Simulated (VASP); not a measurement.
# ZrB2 (P6/mmm) in VASP: a series of runs

Runs on ZrB2. Level: PBE. Tasks: single point, relaxation of cell and atoms.

Program: VASP 6.6.1. These are calculated values, not measurements. Logs are shortened: lines on timing, memory, paths and dates and some standing lists are left out, and cuts for length are marked.

### Step 1. The cell of the first run

The structure is hexagonal, space group P6/mmm (No. 191). The conventional cell has a = 3.171 Å, b = 3.171 Å, c = 3.543 Å, α = 90.00°, β = 90.00°, γ = 120.00°. Within 3.4 Å of Zr (site symmetry 6/mmm) lie 12 B at 2.55 Å and 6 Zr at 3.17 Å. B (site symmetry -6m2) has 3 B at 1.83 Å within 2.4 Å.

### Step 2. Single point, PBE

Input file INCAR:

```
SYSTEM = ZrB2
PREC = Accurate ; ENCUT = 520
EDIFF = 1E-7 ; ISMEAR = 0
SIGMA = 0.1 ; LREAL = .FALSE.
LASPH = .TRUE. ; NELM = 80
ALGO = Normal ; ISIF = 2
LWAVE = .FALSE. ; LCHARG = .TRUE.
GGA = PE ; LELF = .TRUE.
LVHAR = .TRUE. ; NBANDS = 16
```

Input file KPOINTS:

```
regular mesh
0
G
  12 12 10
  0 0 0
```

Input file POSCAR:

```
ZrB2
1.0
    3.1707138939      0.0000000000      0.0000000000
   -1.5853569469      2.7459187802      0.0000000000
    0.0000000000      0.0000000000      3.5431266551
Zr B
1 2
Direct
    0.0000000000      0.0000000000      0.5000000000
    0.3333333333      0.6666666667      0.0000000000
    0.6666666667      0.3333333333      0.0000000000
```

Potentials or basis: VASP PAW PBE potentials, release 64 (Zr_sv, B).

On the command line:

```bash
$ cat potpaw_PBE.64/Zr_sv/POTCAR potpaw_PBE.64/B/POTCAR > POTCAR
$ mpirun -np 1 vasp_std > vasp.out
```

OUTCAR:

```text
SYSTEM = ZrB2
   PREC = Accurate
   ENCUT = 520
   EDIFF = 1E-7
   ISMEAR = 0
   LREAL = .FALSE.
   LASPH = .TRUE.
   NELM = 80
   ISIF = 2
   GGA = PE

 ion  position               nearest neighbor table
   1  0.000  0.000  0.500-   2 2.55   3 2.55   2 2.55   3 2.55   2 2.55   2 2.55   3 2.55   3 2.55
                             3 2.55   3 2.55   2 2.55   2 2.55
   2  0.333  0.667  0.000-   3 1.83   3 1.83   3 1.83   1 2.55   1 2.55   1 2.55   1 2.55   1 2.55
                             1 2.55
   3  0.667  0.333  0.000-   2 1.83   2 1.83   2 1.83   1 2.55   1 2.55   1 2.55   1 2.55   1 2.55
                             1 2.55

  LATTYP: Found a hexagonal cell.
 ALAT       =     3.1707138939
 C/A-ratio  =     1.1174539153

  Lattice vectors:

 A1 = (   3.1707138939,   0.0000000000,   0.0000000000)
 A2 = (  -1.5853569469,   2.7459187802,   0.0000000000)
 A3 = (   0.0000000000,   0.0000000000,   3.5431266551)

Analysis of symmetry for initial positions (statically):
=====================================================================
 Subroutine PRICEL returns:
 Original cell was already a primitive cell.

 Routine SETGRP: Setting up the symmetry group for a
 hexagonal supercell.

 Subroutine GETGRP returns: Found 24 space group operations
 (whereof 24 operations were pure point group operations)
 out of a pool of 24 trial point group operations.

The static configuration has the point symmetry D_6h.

Analysis of symmetry for dynamics (positions and initial velocities):
=====================================================================
 Subroutine PRICEL returns:
 Original cell was already a primitive cell.

 Routine SETGRP: Setting up the symmetry group for a
 hexagonal supercell.

 Subroutine GETGRP returns: Found 24 space group operations
 (whereof 24 operations were pure point group operations)
 out of a pool of 24 trial point group operations.

The dynamic configuration has the point symmetry D_6h.

 Subroutine INISYM returns: Found 24 space group operations
 (whereof 24 operations are pure point group operations),
 and found     1 'primitive' translations

----------------------------------------------------------------------------------------

                                     Primitive cell

  volume of cell :      30.8483

  direct lattice vectors                    reciprocal lattice vectors
     3.170713894  0.000000000  0.000000000     0.315386387  0.182088416  0.000000000
    -1.585356947  2.745918780  0.000000000     0.000000000  0.364176831  0.000000000
     0.000000000  0.000000000  3.543126655     0.000000000  0.000000000  0.282236594

  length of vectors
     3.170713894  3.170713894  3.543126655     0.364176831  0.364176831  0.282236594

  position of ions in fractional coordinates (direct lattice)
     0.000000000  0.000000000  0.500000000
     0.333333333  0.666666667  0.000000000
     0.666666667  0.333333333  0.000000000

  ion indices of the primitive-cell ions
   primitive index   ion index
                 1           1
                 2           2
                 3           3

----------------------------------------------------------------------------------------

 KPOINTS: regular mesh

Automatic generation of k-mesh.
 Grid dimensions read from file:
 generate k-points for:   12   12   10

 Generating k-lattice:

  Cartesian coordinates                     Fractional coordinates (reciprocal lattice)
     0.026282199  0.015174035  0.000000000     0.083333333 -0.000000000  0.000000000
     0.000000000  0.030348069  0.000000000     0.000000000  0.083333333  0.000000000
     0.000000000  0.000000000  0.028223659     0.000000000  0.000000000  0.100000000

  Length of vectors
     0.030348069  0.030348069  0.028223659

  Shift w.r.t. Gamma in fractional coordinates (k-lattice)
     0.000000000  0.000000000  0.000000000

 Subroutine IBZKPT returns following result:
 ===========================================

 Found    114 irreducible k-points:

 Following reciprocal coordinates:
            Coordinates               Weight
  0.000000  0.000000  0.000000      1.000000
  0.083333  0.000000  0.000000      6.000000
  0.166667  0.000000  0.000000      6.000000
  0.250000  0.000000  0.000000      6.000000
  0.333333 -0.000000  0.000000      6.000000
  0.416667 -0.000000  0.000000      6.000000
[... 16 lines left out ...]
  0.250000  0.000000  0.100000     12.000000
  0.333333 -0.000000  0.100000     12.000000
 [... further k-points ...]
   k-points           NKPTS =    114   k-points in BZ     NKDIM =    114   number of bands    NBANDS=     16
   number of dos      NEDOS =    301   number of ions     NIONS =      3
   total plane-waves  NPLWV =  16128
   dimension x,y,z NGX =    24 NGY =   24 NGZ =   28
   dimension x,y,z NGXF=    48 NGYF=   48 NGZF=   56
   ions per type =               1   2
   NGX,Y,Z   is equivalent  to a cutoff of  12.58, 12.58, 13.14 a.u.
   NGXF,Y,Z  is equivalent  to a cutoff of  25.17, 25.17, 26.28 a.u.
 SYSTEM =  ZrB2
   PREC   = accura    normal or accurate (medium, high low for compatibility)
   ISTART =      0    job   : 0-new  1-cont  2-samecut
   ICHARG =      2    charge: 1-file 2-atom 10-const
   ISPIN  =      1    spin polarized calculation?
   LNONCOLLINEAR =      F non collinear calculations
   LSORBIT =      F    spin-orbit coupling
   LASPH  =      T    aspherical Exc in radial PAW
   ENCUT  =  520.0 eV  38.22 Ry    6.18 a.u.   5.90  5.90  6.59*2*pi/ulx,y,z
   NELM   =     80;   NELMIN=  2; NELMDL= -5     # of ELM steps
   EDIFF  = 0.1E-06   stopping-criterion for ELM
   LREAL  =      F    real-space projection
   EDIFFG = 0.1E-05   stopping-criterion for IOM
   NSW    =      0    number of steps for IOM
   IBRION =     -1    ionic relax: 0-MD 1-quasi-New 2-CG
   NFREE  =      0    steps in history (QN), initial steepest desc. (CG)
   ISIF   =      2    stress and relaxation
   ISYM   =      2    0-nonsym 1-usesym 2-fastsym
   POTIM  = 0.5000    time-step for ionic-motion
   TEBEG  =    0.0;   TEEND  =   0.0 temperature during run
   PSTRESS=    0.0 pullay stress
   NELECT =      18.0000    total number of electrons
   NUPDOWN=      -1.0000    fix difference up-down
   EMIN   =  10.00;   EMAX   =-10.00  energy-range for DOS
   EFERMI =   0.00;   METHOD = LEGACY
   ISMEAR =     0;   SIGMA  =   0.10  broadening in eV -4-tet -1-fermi 0-gaus
   EFERMI_NEDOS =   21; number of points for ismear=-14 and -15
   IALGO  =     38    algorithm
   IMIX   =      4    mixing-type and parameters
     AMIX     =   0.40;   BMIX     =  1.00
     AMIX_MAG =   1.60;   BMIX_MAG =  1.00
  volume/ion in A,a.u.               =      10.28        69.39
  Fermi-wavevector in a.u.,A,eV,Ry     =   1.368008  2.585160 25.462554  1.871445
  Thomas-Fermi vector in A             =   2.494010
   LORBIT       =      0    0 simple, 1 ext, 2 COOP (PROOUT), +10 PAW based schemes
   GGA     = PE    functional components
   LHFCALC =     F    Hartree Fock is set to
   AEXX    =    0.0000 exact exchange contribution
   IVDW    =     0    specifies the selected vdW correction
   LEPSILON=     F    determine dielectric tensor
   LRPA    =     F    only Hartree local field effects (RPA)
 non-spin polarized calculation
 Gauss-broadening in eV      SIGMA  =   0.10
  energy-cutoff  :      520.00
  volume of cell :       30.85
 maximum number of plane-waves:       852
 NGX is ok and might be reduce to    24
   NGX = 11   NGY = 11   NGZ = 13

 number of electron      18.0000000 magnetization

 Free energy of the ion-electron system (eV)
  ---------------------------------------------------
  ext. energy  EPLUGINS =         0.00000000
  ---------------------------------------------------
  free energy    TOTEN  =       -24.98050588 eV

  energy without entropy =      -24.97875050  energy(sigma->0) =      -24.97962819

 E-fermi :  10.5848     XC(G=0): -12.4273

 val. band max:       10.5743598266   @ k =   0.0833   0.0000   0.3000
 cond. band min:      10.5956616482   @ k =   0.0833   0.0833   0.3000
 fundamental gap:      0.0213018217
 Fermi energy:        10.5847590846

 k-point     1 :       0.0000    0.0000    0.0000
  band No.  band energies     occupation
      1     -38.1590      2.00000
      2     -16.3442      2.00000
      3     -15.7921      2.00000
      4     -15.7921      2.00000
      5      -2.2279      2.00000
      6       7.8833      2.00000
[... 8 lines left out ...]
     15      15.6403      0.00000
     16      15.6403      0.00000

 k-point     2 :       0.0833    0.0000    0.0000
  band No.  band energies     occupation
      1     -38.1514      2.00000
      2     -16.3328      2.00000
      3     -15.8592      2.00000
      4     -15.8067      2.00000
      5      -2.0892      2.00000
      6       7.4742      2.00000
[... 8 lines left out ...]
     15      16.1627      0.00000
     16      16.5317      0.00000

 k-point     3 :       0.1667    0.0000    0.0000
  band No.  band energies     occupation
      1     -38.1304      2.00000
      2     -16.3015      2.00000
      3     -16.0387      2.00000
      4     -15.8461      2.00000
      5      -1.6890      2.00000
      6       6.5061      2.00000
[... 8 lines left out ...]
     15      17.2475      0.00000
     16      17.3973      0.00000

 k-point     4 :       0.2500    0.0000    0.0000
  band No.  band energies     occupation
      1     -38.1016      2.00000
      2     -16.2753      2.00000
      3     -16.2583      2.00000
      4     -15.8995      2.00000
      5      -1.0653      2.00000
      6       5.3317      2.00000
[... 8 lines left out ...]
     15      17.5979      0.00000
     16      19.2488      0.00000

 k-point     5 :       0.3333   -0.0000    0.0000
  band No.  band energies     occupation
      1     -38.0725      2.00000
      2     -16.5033      2.00000
      3     -16.2148      2.00000
      4     -15.9522      2.00000
      5      -0.2622      2.00000
      6       4.1167      2.00000
[... 8 lines left out ...]
     15      18.7132      0.00000
     16      20.4026      0.00000

 k-point     6 :       0.4167   -0.0000    0.0000
  band No.  band energies     occupation
      1     -38.0511      2.00000
      2     -16.6651      2.00000
      3     -16.1827      2.00000
      4     -15.9904      2.00000
      5       0.6778      2.00000
      6       2.9283      2.00000
[... 8 lines left out ...]
     15      19.1847      0.00000
     16      19.8799      0.00000
[... 267 lines left out ...]
 k-point    21 :       0.0833    0.0000    0.1000
  band No.  band energies     occupation
      1     -38.1496      2.00000
      2     -16.3674      2.00000
      3     -15.8565      2.00000
      4     -15.8042      2.00000
      5      -1.9482      2.00000
      6       6.9811      2.00000
[... 8 lines left out ...]
     15      16.5217      0.00000
     16      16.9756      0.00000

 k-point    22 :       0.1667    0.0000    0.1000
  band No.  band energies     occupation
      1     -38.1287      2.00000
      2     -16.3351      2.00000
      3     -16.0350      2.00000
      4     -15.8435      2.00000
      5      -1.5628      2.00000
      6       6.4934      2.00000
[... 8 lines left out ...]
     15      17.2738      0.00000
     16      17.9115      0.00000

 k-point    23 :       0.2500    0.0000    0.1000
  band No.  band energies     occupation
      1     -38.0999      2.00000
      2     -16.2943      2.00000
      3     -16.2666      2.00000
      4     -15.8965      2.00000
      5      -0.9634      2.00000
      6       5.2851      2.00000
[... 8 lines left out ...]
     15      17.7073      0.00000
     16      19.3446      0.00000

 k-point    24 :       0.3333   -0.0000    0.1000
  band No.  band energies     occupation
      1     -38.0708      2.00000
      2     -16.4984      2.00000
      3     -16.2443      2.00000
      4     -15.9490      2.00000
      5      -0.1917      2.00000
      6       4.0505      2.00000
[... 8 lines left out ...]
     15      18.1998      0.00000
     16      20.9230      0.00000

 [... further k-points ...]

------------------------ aborting loop because EDIFF is reached ----------------------------------------

  FORCE on cell =-STRESS in cart. coord.  units (eV):
  Direction    XX          YY          ZZ          XY          YZ          ZX
  --------------------------------------------------------------------------------------
  -------------------------------------------------------------------------------------
  Total        0.0232859      0.0232859      0.0351798      0.0000000     -0.0000000      0.0000000
  in kB        1.2094072      1.2094072      1.8271441      0.0000000     -0.0000000      0.0000000
  external PRESSURE =       1.4153195 kB  Pullay stress =       0.0000000 kB

 VOLUME and BASIS-vectors are now :
 -----------------------------------------------------------------------------
  energy-cutoff  :      520.00
  volume of cell :       30.85
      direct lattice vectors                 reciprocal lattice vectors
     3.170713894  0.000000000  0.000000000     0.315386387  0.182088416  0.000000000
    -1.585356947  2.745918780  0.000000000     0.000000000  0.364176831  0.000000000
     0.000000000  0.000000000  3.543126655     0.000000000  0.000000000  0.282236594

 POSITION                                       TOTAL-FORCE (eV/Angst)
 -----------------------------------------------------------------------------------
      0.00000      0.00000      1.77156        -0.000000      0.000000      0.000000
     -0.00000      1.83061      0.00000        -0.000000      0.000000     -0.000000
      1.58536      0.91531      0.00000         0.000000     -0.000000      0.000000
 -----------------------------------------------------------------------------------
    total drift:                               -0.000000      0.000000     -0.000000

  FREE ENERGIE OF THE ION-ELECTRON SYSTEM (eV)
  ---------------------------------------------------
  free  energy   TOTEN  =       -24.9805058779 eV

  energy  without entropy=      -24.9787505005  energy(sigma->0) =      -24.97962819
```

Wall time 18 s (1 thread of Intel Xeon 6975P-C (Granite Rapids), shared host); peak memory 0.18 GiB.

Results:

| Item | Value |
| --- | --- |
| Free energy | -24.9805 eV |
| Pressure | 0.1 GPa |
| Band gap on the k mesh | zero (bands 9 and 10 overlap by 1.10 eV) |

### Step 3. Relaxation of cell and atoms, PBE

Input file INCAR:

```
SYSTEM = ZrB2
PREC = Accurate
ENCUT = 600
EDIFF = 1E-6
ISMEAR = 0
SIGMA = 0.1
LREAL = .False.
LASPH = .True.
NELM = 80
ALGO = Normal
ISIF = 3
LWAVE = .False.
LCHARG = .False.
GGA = PE
IBRION = 2
NSW = 80
EDIFFG = -0.001
```

Input file KPOINTS:

```
Automatic mesh
0
Gamma
  12 12 10
  0 0 0
```

POSCAR is that of step 2.

Potentials or basis: VASP PAW PBE potentials, release 64 (Zr_sv, B).

On the command line:

```bash
$ cat potpaw_PBE.64/Zr_sv/POTCAR potpaw_PBE.64/B/POTCAR > POTCAR
$ mpirun -np 1 vasp_std > vasp.out
```

It took 89 s on 1 thread of Intel Xeon 6975P-C (Granite Rapids), shared host; peak memory 0.21 GiB.

The run converged. Its results:

* Free energy: -24.9823 eV
* Relaxed volume: 10.29 Å³/atom
* Relaxed cell: a = 3.171 Å, b = 3.171 Å, c = 3.544 Å, α = 90.00°, β = 90.00°, γ = 120.00°
* Space group after relaxing (to 0.1 Å): P6/mmm (No. 191)
* Energy gained by relaxing: 0.0 meV/atom
* Ionic steps: 13
* Pressure after relaxing: 0.0 GPa
* Band gap on the k mesh: zero (bands 9 and 10 overlap by 1.10 eV)

Final structure:
```
CELL_PARAMETERS angstrom
3.17111 0.00000 0.00000
-1.58556 2.74626 0.00000
0.00000 0.00000 3.54434
ATOMIC_POSITIONS crystal
Zr 0.00000 0.00000 0.50000
B 0.33333 0.66667 0.00000
B 0.66667 0.33333 0.00000
```

Levels at points of the mesh, in eV from the Fermi level:
```csv
k point,band 7,band 8,band 9,band 10,band 11,band 12
"(0.00, 0.00, 0.00)",-2.70,-2.68,-2.47,3.29,3.29,4.04
"(0.50, 0.00, 0.00)",-3.99,-3.14,-2.76,2.12,2.19,4.82
"(0.00, 0.00, 0.50)",-1.05,-1.05,0.26,0.26,0.68,0.68
"(0.50, 0.00, 0.50)",-4.68,-4.21,-2.11,3.59,3.97,5.18
```
